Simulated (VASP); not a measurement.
Co, 2 atoms in the cell. The structure is hexagonal, space group P6_3/mmc (No. 194). Conventional cell: a = 2.494 Å, b = 2.494 Å, c = 4.028 Å, α = 90.00°, β = 90.00°, γ = 120.00°. Co (site symmetry -6m2) has 12 Co at 2.48 to 2.49 Å within 3.3 Å. 

* Program: VASP 6.6.1
* Task: single point
* Functional: PBE
* Potentials or basis: VASP PAW PBE potentials, release 64 (Co)
* Cutoff: 520 eV
* k mesh: 7 × 7 × 4
* Occupations: fermi-dirac, width 0.05 eV
* Spin: collinear spin, ferromagnetic start
* Starting moments: [1.69, 1.69] μB
* Dipole correction: no
* Further INCAR settings: ALGO = Normal; EDIFF = 1e-06; NBANDS = 20

Potentials or basis: VASP PAW PBE potentials, release 64 (Co).

Command:

```console
$ cat potpaw_PBE.64/Co/POTCAR > POTCAR
$ mpirun -np 1 vasp_std > vasp.out
```

Hardware: 1 thread of Intel(R) Xeon(R) 6975P-C (Granite Rapids), with other jobs on the host.

Problem. Estimate the wall time of this run.

Solution. Wall time 12 s on 1 thread of Intel(R) Xeon(R) 6975P-C (Granite Rapids) (shared host), peak memory 0.14 GiB. Counts: scf iterations 14, k points 24.
